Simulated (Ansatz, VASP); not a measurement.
# CdSe: VASP beside Ansatz

Contents of INCAR:

```
SYSTEM = CdSe
PREC = Accurate
ENCUT = 520
EDIFF = 1E-8
ISMEAR = -1
SIGMA = 0.03
LREAL = .FALSE.
LASPH = .TRUE.
NELM = 60
ALGO = Normal
ISIF = 2
LWAVE = .FALSE.
LCHARG = .FALSE.
GGA = PE
LEFG = .TRUE.
NBANDS = 16
```

The input KPOINTS:

```
regular mesh
0
G
  8 8 8
  0 0 0
```

The input POSCAR:

```
CdSe
1.0
    0.0000000000      2.5895670202      2.5895670202
    2.5895670202      0.0000000000      2.5895670202
    2.5895670202      2.5895670202      0.0000000000
Cd Se
1 1
Direct
    0.0000000000      0.0000000000      0.0000000000
    0.2500000000      0.2500000000      0.2500000000
```

Input for Ansatz:

```yaml
crystal:
  lattice:
    - [0.0, 2.5895670202, 2.5895670202]
    - [2.5895670202, 0.0, 2.5895670202]
    - [2.5895670202, 2.5895670202, 0.0]
  atoms:
    - { symbol: Cd, position: [0.0, 0.0, 0.0] }
    - { symbol: Se, position: [0.25, 0.25, 0.25] }
kpoints:
  mp_grid: { grid: [8, 8, 8] }
scf:
  occupations: { method: fermi_dirac, width: 0.03 }
hamiltonian:
  xc: pbe
  pseudopotentials: { kind: all_electron, datasets: crystal }
output:
  forces: true
  stress: true
  eigenvalues: true
  efg: { contact_densities: true }
```

Change from the starting cell: volume scaled by 0.6, crystal datasets.

Alike in both runs: task electric field gradients; functional PBE; k mesh 8 × 8 × 8; occupations fermi-dirac, width 0.03 eV; no spin polarisation.

|  | VASP | Ansatz |
| --- | --- | --- |
| version | VASP 6.6.1 | Ansatz 0.2.0 |
| potentials or method | VASP PAW PBE potentials, release 64 (Cd, Se), cutoff 520 eV | all-electron PAW with datasets made for the crystal, scalar-relativistic |

Ansatz gave:

| Quantity | Value |
| --- | --- |
| gap on the k mesh at the Fermi level (eV) | 1.33 |
| pressure (GPa) | 84.6 |

Question: What did VASP give for the same quantities?

Answer: gap on the k mesh at the Fermi level (eV): 1.40; pressure (GPa): 86.9.

Both programs put the cell under a high pressure, so it lies far from rest at this level. Ansatz ran all-electron here, and VASP with PAW potentials.

Noted on VASP's run: the cell as given lies far from equilibrium.
